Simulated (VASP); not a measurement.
Crystal: MnPt2.

```
CELL_PARAMETERS angstrom
2.87733 0.00000 0.00000
-1.43867 2.49185 0.00000
0.00000 0.00000 6.57577
ATOMIC_POSITIONS crystal
Pt 0.66667 0.33333 0.31621
Pt 0.33333 0.66667 0.68379
Mn 0.00000 0.00000 0.00000
```

Base run:

| Item | Value |
| --- | --- |
| Program | VASP 6.6.1 |
| Functional | PBE |
| Potentials or basis | VASP PAW PBE potentials, release 64 (Pt, Mn_pv) |
| Cutoff | 520 eV |
| k mesh | 11 × 11 × 4 |
| Occupations | fermi-dirac, width 0.05 eV |
| Spin | collinear spin, ferromagnetic start |
| Starting moments | [0.0, 0.0, 4.0] μB |

Its results: pressure -4.0 GPa; net moment 4.62 μB per cell; site moments Pt +0.31; Mn +3.81 μB.

**Question.** The run is repeated on the same cell with these changes: functional from PBE to PBEsol; further incar settings from ALGO = Normal; EDIFF = 1e-06; NBANDS = 28 to ALGO = Normal; EDIFF = 1e-07; NBANDS = 28. What comes out?

**Answer.** Pressure -12.3 GPa; net moment 4.59 μB per cell; site moments Pt +0.30; Mn +3.79 μB.

Caveats: the cell stands under tension; the PAW data sets were made with another functional, which shifts forces and pressure a little (at least some runs).
